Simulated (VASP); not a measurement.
Wanted: the native input for a VASP 6.6.1 run.

- Task: single point
- Functional: BLYP
- Dispersion: D3(BJ)
- Potentials or basis: VASP PAW PBE potentials, release 64 (Te, Be)
- Cutoff: 520 eV
- k mesh: 8 × 8 × 8
- Occupations: fermi-dirac, width 0.05 eV
- Spin: no spin polarisation
- Dipole correction: no
- Further INCAR settings: ALGO = Normal; EDIFF = 1e-07; NBANDS = 11

The structure of BeTe lies in POSCAR:

```
BeTe
1.0
    0.0000000000      2.7793895591      2.7793895591
    2.7793895591      0.0000000000      2.7793895591
    2.7793895591      2.7793895591      0.0000000000
Te Be
1 1
Direct
    0.7500000000      0.7500000000      0.7500000000
    0.0000000000      0.0000000000      0.0000000000
```

These files were run (other wordings do the same):

INCAR

```
PREC = Accurate
ENCUT = 520
EDIFF = 1E-7
ISMEAR = -1
SIGMA = 0.05
LREAL = F
LASPH = T
NELM = 80
ALGO = Normal
ISIF = 2
LWAVE = F
LCHARG = T
GGA = B5
ALDAX = 1.0
AGGAX = 1.0
AGGAC = 1.0
ALDAC = 0.0
IVDW = 12
VDW_S6 = 1.0
VDW_S8 = 2.6996
VDW_A1 = 0.4298
VDW_A2 = 4.2359
LELF = T
LVHAR = T
NBANDS = 11
```

KPOINTS

```
Automatic mesh
0
Gamma
  8 8 8
```

Potentials or basis: VASP PAW PBE potentials, release 64 (Te, Be).

Launch:

```console
$ cat potpaw_PBE.64/Te/POTCAR potpaw_PBE.64/Be/POTCAR > POTCAR
$ mpirun -np 1 vasp_std > vasp.out
```

It gave:

```yaml
Pressure: 0.3 GPa
Band_gap_on_the_k_mesh: 2.15 eV, indirect (least direct gap 3.69 eV)
Dispersion_energy_per_atom: -0.794 eV
```

Caveat: the PAW data sets were made with another functional, which shifts forces and pressure a little; spin-orbit coupling is left out, which moves the levels of the heavy elements.

It took 34 s on 1 thread of AMD EPYC 7R13, with other jobs on the host, peak memory 0.15 GiB.
